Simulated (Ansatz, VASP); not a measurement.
## GeSe3 in VASP and in Ansatz

```xyz
8
Lattice="6.0524 0.0000 0.0000 -3.0262 5.2415 0.0000 0.0000 0.0000 5.3022" Properties=species:S:1:pos:R:3 pbc="T T T"
Ge    0.0000    3.4943    1.3255
Ge    3.0262    1.7472    3.9766
Se    3.0262    3.3831    1.3255
Se   -1.4167    4.3123    3.9766
Se    1.6095    0.9292    1.3255
Se    0.0000    1.8584    3.9766
Se    4.4429    0.9292    1.3255
Se    1.4167    4.3123    3.9766
```

Alike in both runs: task relaxation of cell and atoms; functional PBE; k mesh 6 × 6 × 8; occupations gaussian, width 0.1 eV; no spin polarisation.

```csv
,VASP,Ansatz
version,VASP 6.6.1,Ansatz 0.2.0
potentials or method,"VASP PAW PBE potentials, release 64 (Ge_d, Se), cutoff 600 eV","scalar-relativistic, plane waves, PAW"
valence electrons in the cell,64,124
```

Ansatz gave:

```
gap on the k mesh at the Fermi level, each at its own relaxed structure (eV)  : none
relaxed volume (Å³/atom)                                                      : 21.38
relaxed length of the cell vector where the two differ most in proportion (Å) : 5.415
```

Estimate VASP's values.

gap on the k mesh at the Fermi level, each at its own relaxed structure (eV): none; relaxed volume (Å³/atom): 21.41; relaxed length of the cell vector where the two differ most in proportion (Å): 5.421.

A gap of «none» marks a metal or a gap that the smearing closes. VASP's potentials hold 64 valence electrons a cell and Ansatz's 124, so a difference there can come from the potentials and not from the codes.
